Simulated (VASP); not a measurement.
LiBiO, 6 atoms in the cell. The structure is hexagonal, space group P6_3/mmc (No. 194). Conventional cell: a = 4.779 Å, b = 4.779 Å, c = 5.112 Å, α = 90.00°, β = 90.00°, γ = 120.00°. Li (site symmetry -3m) has 2 Li at 2.56 Å and 6 Bi at 3.04 Å and 6 O at 3.04 Å within 3.4 Å. Within 3.4 Å of Bi (site symmetry -6m2) lie 5 O at 2.56 to 2.76 Å and 6 Li at 3.04 Å. O (site symmetry -6m2) has 5 Bi at 2.56 to 2.76 Å and 6 Li at 3.04 Å within 3.4 Å. 

| Property | Result |
| --- | --- |
| Program | VASP 6.6.1 |
| Task | single point |
| Functional | PBE |
| Potentials or basis | VASP PAW PBE potentials, release 64 (Li_sv, Bi_d, O) |
| Cutoff | 520 eV |
| k mesh | 12 × 12 × 8 |
| Occupations | gaussian, width 0.1 eV |
| Spin | no spin polarisation |
| Dipole correction | no |
| Further INCAR settings | ALGO = Normal; EDIFF = 1e-06; NBANDS = 33 |

Potentials or basis: VASP PAW PBE potentials, release 64 (Li_sv, Bi_d, O).

Run with:

```sh
$ cat potpaw_PBE.64/Li_sv/POTCAR potpaw_PBE.64/Bi_d/POTCAR potpaw_PBE.64/O/POTCAR > POTCAR
$ mpirun -np 1 vasp_std > vasp.out
```

Hardware: 1 thread of Intel(R) Xeon(R) 6975P-C (Granite Rapids), with other jobs on the host.

**Question.** Estimate the wall time of this run.

**Answer.** It took 94 s on 1 thread of Intel(R) Xeon(R) 6975P-C (Granite Rapids) (shared host), peak memory 0.4 GiB. Counts: scf iterations 13, k points 95.
